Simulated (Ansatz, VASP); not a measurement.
## P in VASP and in Ansatz

The input INCAR:

```
PREC     = Accurate       # precision mode
ENCUT    = 520            # plane-wave cutoff, eV
EDIFF    = 1E-6           # SCF threshold, eV
ISMEAR   = -1             # smearing method
SIGMA    = 0.08           # smearing width, eV
LREAL    = F              # projectors in reciprocal space
LASPH    = T              # aspherical terms in the spheres
NELM     = 100            # most SCF steps
ALGO     = Normal         # electronic algorithm
ISIF     = 2              # what is computed and relaxed
LWAVE    = F              # write WAVECAR
LCHARG   = F              # write CHGCAR
GGA      = PE             # functional
NBANDS   = 8              # bands
```

File KPOINTS:

```
Automatic mesh
0
Gamma
  22 22 22
```

Contents of POSCAR:

```
P
1.0
    0.0000000000      1.4455212191      1.4455212191
    1.4455212191      0.0000000000      1.4455212191
    1.4455212191      1.4455212191      0.0000000000
P
1
Direct
    0.0000000000      0.0000000000      0.0000000000
```

Input for Ansatz:

```yaml
crystal:
  lattice:
    - [0.0, 1.4455212191, 1.4455212191]
    - [1.4455212191, 0.0, 1.4455212191]
    - [1.4455212191, 1.4455212191, 0.0]
  atoms:
    - { symbol: P, position: [0.0, 0.0, 0.0] }
kpoints:
  mp_grid: { grid: [22, 22, 22] }
scf:
  occupations: { method: fermi_dirac, width: 0.08 }
hamiltonian:
  xc: pbe
  pseudopotentials: { kind: paw }
output:
  forces: true
  stress: true
  eigenvalues: true
```

Change from the starting cell: volume scaled by 0.416, to set the pressure.

Alike in both runs: task single point; functional PBE; k mesh 22 × 22 × 22; occupations fermi-dirac, width 0.08 eV; no spin polarisation.

```csv
,VASP,Ansatz
version,VASP 6.6.1,Ansatz 0.2.0
potentials or method,"VASP PAW PBE potentials, release 64 (P)","PAW with Ansatz's default frozen-core files, scalar-relativistic"
plane-wave cutoff (eV),520,420
valence electrons in the cell,5,5
```

Ansatz gave:

| Item | Value |
| --- | --- |
| pressure (GPa) | 449.8 |

Task: Estimate VASP's values.

Result: Pressure (GPa): 441.8.

Both programs put the cell under a high pressure, so it lies far from rest at this level. The functional is the same, so the differences come from potentials, cutoffs and numerics.

Noted on VASP's run: the cell as given lies far from equilibrium.
